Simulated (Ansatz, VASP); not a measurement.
Ga2O3: VASP beside Ansatz

Contents of INCAR:

```
SYSTEM = Ga2O3
  PREC = Accurate
  ENCUT = 600
  EDIFF = 1E-6
  ISMEAR = 0
  SIGMA = 0.05
  LREAL = .False.
  LASPH = .True.
  NELM = 120
  ALGO = Normal
  ISIF = 2
  LWAVE = .False.
  LCHARG = .True.
  GGA = PE
  LVHAR = .True.
  NBANDS = 55
  GGA_COMPAT = .False.
  KPAR = 4
```

The input KPOINTS:

```
Automatic mesh
0
Gamma
  10 10 6
  0 0 0
```

POSCAR

```
Ga2O3
1.0
    6.2274305652     -1.5417565232      0.0114924410
    6.2274305652      1.5417565232      0.0114924410
   -1.4027234639      0.0000000000      5.7076941939
Ga O
4 6
Direct
    0.0899134338      0.0899134338      0.7947233214
    0.9100865662      0.9100865662      0.2052766786
    0.6585007298      0.6585007298      0.3141978958
    0.3414992702      0.3414992702      0.6858021042
    0.1634883771      0.1634883771      0.1092060624
    0.8365116229      0.8365116229      0.8907939376
    0.1737013129      0.1737013129      0.5643594349
    0.8262986871      0.8262986871      0.4356405651
    0.4960195696      0.4960195696      0.2566813611
    0.5039804304      0.5039804304      0.7433186389
```

Input for Ansatz:

```yaml
crystal:
  lattice:
    - [6.2274305652, -1.5417565232, 0.011492441]
    - [6.2274305652, 1.5417565232, 0.011492441]
    - [-1.4027234639, 0.0, 5.7076941939]
  atoms:
    - { symbol: Ga, position: [0.0899134338, 0.0899134338, 0.7947233214] }
    - { symbol: Ga, position: [0.9100865662, 0.9100865662, 0.2052766786] }
    - { symbol: Ga, position: [0.6585007298, 0.6585007298, 0.3141978958] }
    - { symbol: Ga, position: [0.3414992702, 0.3414992702, 0.6858021042] }
    - { symbol: O, position: [0.1634883771, 0.1634883771, 0.1092060624] }
    - { symbol: O, position: [0.8365116229, 0.8365116229, 0.8907939376] }
    - { symbol: O, position: [0.1737013129, 0.1737013129, 0.5643594349] }
    - { symbol: O, position: [0.8262986871, 0.8262986871, 0.4356405651] }
    - { symbol: O, position: [0.4960195696, 0.4960195696, 0.2566813611] }
    - { symbol: O, position: [0.5039804304, 0.5039804304, 0.7433186389] }
basis:
  ecutwfc: 420
kpoints:
  mp_grid: { grid: [10, 10, 6] }
hamiltonian:
  xc: pbe
scf:
  occupations: { method: gaussian, width: 0.05 }
output:
  forces: true
  stress: true
  eigenvalues: true
  write_density: true
  write_potential: true
  elf: true
  volumetric_format: npy
```

Alike in both runs: task single point; functional PBE; k mesh 10 × 10 × 6; occupations gaussian, width 0.05 eV; no spin polarisation.

|  | VASP | Ansatz |
| --- | --- | --- |
| version | VASP 6.6.1 | Ansatz 0.2.0 |
| potentials or method | VASP PAW PBE potentials, release 64 (Ga_d, O), cutoff 600 eV | scalar-relativistic, plane waves, PAW |
| valence electrons in the cell | 88 | 88 |

```csv
,VASP,Ansatz,Ansatz less VASP
gap on the k mesh at the Fermi level (eV),1.99,2.01,+0.016
least direct gap on the mesh (eV),2.02,2.03,+0.014
pressure (GPa),0.3,0.0,-0.31
"traceless stress, the component that is largest in VASP (GPa)",0.08,-0.01,-0.091
rms of the force components (eV/Å),0.008,0.001,-0.0074
```

Atom by atom the forces differ by 0.008 eV/Å (rms over components). The functional is the same, so the differences come from potentials, cutoffs and numerics.
